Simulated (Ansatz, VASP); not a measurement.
**BaTiO3 in VASP and in Ansatz**

```
Ba Ti O
1.0
     2.76598    1.59694    2.20494
    -2.76598    1.59694    2.20494
     0.00000   -3.19387    2.20494
Ba Ti O
1 1 3
Direct
  0.99997 0.99997 0.99997
  0.50770 0.50770 0.50770
  0.49225 0.49225 0.98652
  0.49225 0.98652 0.49225
  0.98652 0.49225 0.49225
```

Change from the starting cell: strain -0.025 along x and y, -0.050 along z, atoms carried along.

Alike in both runs: task single point; functional r2SCAN; k mesh 6 × 6 × 6; occupations gaussian, width 0.05 eV; no spin polarisation; Hubbard terms Ti d U = 4.0 eV.

```csv
,VASP,Ansatz
version,VASP 6.6.1,Ansatz 0.2.0
potentials or method,"VASP PAW PBE potentials, release 64 (Ba_sv, Ti_sv, O), cutoff 520 eV","scalar-relativistic, plane waves, PAW"
valence electrons in the cell,40,40
```

|  | VASP | Ansatz | Ansatz less VASP |
| --- | --- | --- | --- |
| gap on the k mesh at the Fermi level (eV) | 3.13 | 3.17 | +0.042 |
| least direct gap on the mesh (eV) | 3.29 | 3.29 | -0.001 |
| pressure (GPa) | 27.9 | 22.4 | -5.52 |
| traceless stress, the component that is largest in VASP (GPa) | 4.82 | 4.91 | +0.086 |
| rms of the force components (eV/Å) | 0.541 | 0.316 | -0.2250 |

VASP's potentials were made for PBE, not for r2SCAN. The programs project onto different local orbitals, so the same U acts differently, and such runs can settle in different states. Atom by atom the forces differ by 0.225 eV/Å (rms over components).

Spin-orbit coupling is off throughout.
